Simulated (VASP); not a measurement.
# CdSe (gw) (I-4m2) in VASP: single point with PBEsol

Aim: the single point of CdSe (gw) with PBEsol.

All numbers are computed with VASP 6.6.1; they aren't measurements. Logs are shortened: lines on timing, memory, paths and dates and some standing lists are left out, and cuts for length are marked.

## (1) The cell of the first run

The structure is tetragonal, space group I-4m2 (No. 119). Conventional cell: a = 4.344 Å, b = 4.344 Å, c = 5.992 Å, α = 90.00°, β = 90.00°, γ = 90.00°. Cd (site symmetry -4m2) has 4 Se at 2.64 Å within 3.5 Å. Se (site symmetry -4m2) has 4 Cd at 2.64 Å within 3.5 Å.

## (2) Single point, PBEsol

INCAR

```
PREC = Accurate
ENCUT = 500
EDIFF = 1E-6
ISMEAR = 0
SIGMA = 0.01
LREAL = F
LASPH = T
NELM = 120
ALGO = Normal
ISIF = 2
LWAVE = F
LCHARG = T
GGA = PS
LELF = T
LVHAR = T
NBANDS = 16
GGA_COMPAT = F
```

KPOINTS

```
regular mesh
0
Gamma
  4 4 4
```

POSCAR

```
CdSe
1.0
    0.0000000000      3.0714838884      2.9960753171
    3.0714838884      0.0000000000      2.9960753171
    3.0714838884      3.0714838884      0.0000000000
Cd Se
1 1
Direct
    0.0000000000      0.0000000000      0.0000000000
    0.2500000000      0.2500000000      0.2500000000
```

Potentials or basis: VASP PAW PBE potentials, release 64 (Cd, Se).

On the command line:

```
> cat potpaw_PBE.64/Cd/POTCAR potpaw_PBE.64/Se/POTCAR > POTCAR
> mpirun -np 1 vasp_std > vasp.out
```

OUTCAR:

```text
PREC = Accurate
   ENCUT = 500
   EDIFF = 1E-6
   ISMEAR = 0
   LREAL = F
   LASPH = T
   NELM = 120
   ISIF = 2
   GGA = PS

 ion  position               nearest neighbor table
   1  0.000  0.000  0.000-   2 2.64   2 2.64   2 2.64   2 2.64
   2  0.250  0.250  0.250-   1 2.64   1 2.64   1 2.64   1 2.64

  LATTYP: Found a body centered tetragonal cell.
 ALAT       =     4.3437341716
 C/A-ratio  =     1.3794929426

  Lattice vectors:

 A1 = (   0.0000000000,  -3.0714838884,  -2.9960753171)
 A2 = (   0.0000000000,   3.0714838884,  -2.9960753171)
 A3 = (   3.0714838884,   0.0000000000,   2.9960753171)

Analysis of symmetry for initial positions (statically):
=====================================================================
 Subroutine PRICEL returns:
 Original cell was already a primitive cell.

 Routine SETGRP: Setting up the symmetry group for a
 body centered tetragonal supercell.

 Subroutine GETGRP returns: Found  8 space group operations
 (whereof  8 operations were pure point group operations)
 out of a pool of 16 trial point group operations.

The static configuration has the point symmetry D_2d.

Analysis of symmetry for dynamics (positions and initial velocities):
=====================================================================
 Subroutine PRICEL returns:
 Original cell was already a primitive cell.

 Routine SETGRP: Setting up the symmetry group for a
 body centered tetragonal supercell.

 Subroutine GETGRP returns: Found  8 space group operations
 (whereof  8 operations were pure point group operations)
 out of a pool of 16 trial point group operations.

The dynamic configuration has the point symmetry D_2d.

 Subroutine INISYM returns: Found  8 space group operations
 (whereof  8 operations are pure point group operations),
 and found     1 'primitive' translations

----------------------------------------------------------------------------------------

                                     Primitive cell

  volume of cell :      56.5300

  direct lattice vectors                    reciprocal lattice vectors
     0.000000000  3.071483888  2.996075317    -0.162787766  0.162787766  0.166884990
     3.071483888  0.000000000  2.996075317     0.162787766 -0.162787766  0.166884990
     3.071483888  3.071483888  0.000000000     0.162787766  0.162787766 -0.166884990

  length of vectors
     4.290743593  4.290743593  4.343734172     0.284341895  0.284341895  0.284341895
[... 67 lines left out ...]
   ENCUT  =  500.0 eV  36.75 Ry    6.06 a.u.   7.82  7.82  7.92*2*pi/ulx,y,z
   NELM   =    120;   NELMIN=  2; NELMDL= -5     # of ELM steps
   EDIFF  = 0.1E-05   stopping-criterion for ELM
   LREAL  =      F    real-space projection
   EDIFFG = 0.1E-04   stopping-criterion for IOM
   NSW    =      0    number of steps for IOM
   IBRION =     -1    ionic relax: 0-MD 1-quasi-New 2-CG
   NFREE  =      0    steps in history (QN), initial steepest desc. (CG)
   ISIF   =      2    stress and relaxation
   ISYM   =      2    0-nonsym 1-usesym 2-fastsym
   POTIM  = 0.5000    time-step for ionic-motion
   TEBEG  =    0.0;   TEEND  =   0.0 temperature during run
   PSTRESS=    0.0 pullay stress
   NELECT =      18.0000    total number of electrons
   NUPDOWN=      -1.0000    fix difference up-down
   EMIN   =  10.00;   EMAX   =-10.00  energy-range for DOS
   EFERMI =   0.00;   METHOD = LEGACY
   ISMEAR =     0;   SIGMA  =   0.01  broadening in eV -4-tet -1-fermi 0-gaus
   EFERMI_NEDOS =   21; number of points for ismear=-14 and -15
   IALGO  =     38    algorithm
   IMIX   =      4    mixing-type and parameters
     AMIX     =   0.40;   BMIX     =  1.00
     AMIX_MAG =   1.60;   BMIX_MAG =  1.00
  volume/ion in A,a.u.               =      28.27       190.74
  Fermi-wavevector in a.u.,A,eV,Ry     =   1.117908  2.112539 17.003439  1.249718
  Thomas-Fermi vector in A             =   2.254534
   LORBIT       =      0    0 simple, 1 ext, 2 COOP (PROOUT), +10 PAW based schemes
   GGA     = PS    functional components
   LHFCALC =     F    Hartree Fock is set to
   AEXX    =    0.0000 exact exchange contribution
   IVDW    =     0    specifies the selected vdW correction
   LEPSILON=     F    determine dielectric tensor
   LRPA    =     F    only Hartree local field effects (RPA)
 non-spin polarized calculation
 Gauss-broadening in eV      SIGMA  =   0.01
  energy-cutoff  :      500.00
  volume of cell :       56.53
 maximum number of plane-waves:      1456
   NGX = 15   NGY = 15   NGZ = 15

 number of electron      18.0000003 magnetization

 Free energy of the ion-electron system (eV)
  ---------------------------------------------------
  ext. energy  EPLUGINS =         0.00000000
  ---------------------------------------------------
  free energy    TOTEN  =        -6.12340082 eV

  energy without entropy =       -6.12340082  energy(sigma->0) =       -6.12340082

 E-fermi :   0.9539     XC(G=0):  -9.0654

 val. band max:        0.8533717627   @ k =   0.0000   0.0000   0.0000
 cond. band min:       1.2578711176   @ k =   0.0000   0.0000   0.0000
 fundamental gap:      0.4044993549
 Fermi energy:         0.9538535961

 k-point     1 :       0.0000    0.0000    0.0000
  band No.  band energies     occupation
      1     -11.7858      2.00000
      2      -7.1258      2.00000
      3      -7.1258      2.00000
      4      -7.1150      2.00000
      5      -6.7536      2.00000
      6      -6.7464      2.00000
[... 224 lines left out ...]
      3      -6.9215      2.00000
      4      -6.7846      2.00000
      5      -6.7440      2.00000
      6      -6.2755      2.00000
[... 8 lines left out ...]
     15      13.2974      0.00000
     16      13.5677      0.00000

------------------------ aborting loop because EDIFF is reached ----------------------------------------

  FORCE on cell =-STRESS in cart. coord.  units (eV):
  Direction    XX          YY          ZZ          XY          YZ          ZX
  --------------------------------------------------------------------------------------
  -------------------------------------------------------------------------------------
  Total        0.0413342      0.0413342      0.1888313      0.0000000      0.0000000      0.0000000
  in kB        1.1714971      1.1714971      5.3518685      0.0000000      0.0000000      0.0000000
  external PRESSURE =       2.5649543 kB  Pullay stress =       0.0000000 kB

 VOLUME and BASIS-vectors are now :
 -----------------------------------------------------------------------------
  energy-cutoff  :      500.00
  volume of cell :       56.53
      direct lattice vectors                 reciprocal lattice vectors
     0.000000000  3.071483888  2.996075317    -0.162787766  0.162787766  0.166884990
     3.071483888  0.000000000  2.996075317     0.162787766 -0.162787766  0.166884990
     3.071483888  3.071483888  0.000000000     0.162787766  0.162787766 -0.166884990

 POSITION                                       TOTAL-FORCE (eV/Angst)
 -----------------------------------------------------------------------------------
      0.00000      0.00000      0.00000         0.000000      0.000000     -0.000000
      1.53574      1.53574      1.49804        -0.000000     -0.000000      0.000000
 -----------------------------------------------------------------------------------
    total drift:                                0.000000      0.000000      0.000000

  FREE ENERGIE OF THE ION-ELECTRON SYSTEM (eV)
  ---------------------------------------------------
  free  energy   TOTEN  =        -6.1234008178 eV

  energy  without entropy=       -6.1234008178  energy(sigma->0) =       -6.12340082
```

stdout:

```text
POSCAR found type information on POSCAR CdSe
 POSCAR found :  2 types and       2 ions
 scaLAPACK will be used
 -----------------------------------------------------------------------------
|                                                                             |
|                                                                             |
|     You enforced a specific xc type in the INCAR file but a different       |
|     I HOPE YOU KNOW WHAT YOU ARE DOING!                                     |
|                                                                             |
 -----------------------------------------------------------------------------

 LDA part: xc-table for (Slater+PW92), standard interpolation
 POSCAR, INCAR and KPOINTS ok, starting setup
 FFT: planning ... GRIDC
 FFT: planning ... GRID_SOFT
 FFT: planning ... GRID
 WAVECAR not read
 entering main loop
```

It took 23 s on 1 thread of Intel Xeon 8259CL, shared host; peak memory 0.18 GiB.

Results:

| Item | Value |
| --- | --- |
| Free energy | -6.1234 eV |
| Pressure | 0.3 GPa |
| Band gap on the k mesh | 0.40 eV, direct |

Levels at points of the mesh, in eV from the valence-band top:
```tsv
k point	band 6	band 7	band 8	band 9	band 10	band 11	band 12	band 13
(0.00, 0.00, 0.00)	-7.60	-0.08	-0.08	0.00	0.40	5.78	5.79	5.79
(0.50, 0.00, 0.00)	-7.31	-4.48	-0.86	-0.75	2.21	6.20	6.39	7.21
(0.50, 0.50, 0.00)	-7.22	-4.08	-1.99	-1.99	2.89	3.46	9.05	10.01
(0.50, 0.00, 0.50)	-7.26	-4.22	-1.90	-1.86	2.97	3.67	8.83	9.89
```

Caveat: the k points lie up to 0.45 Å⁻¹ apart; the PAW data sets were made with another functional, which shifts forces and pressure a little. A hybrid or GW would open this gap; PBEsol tends to underestimate it.
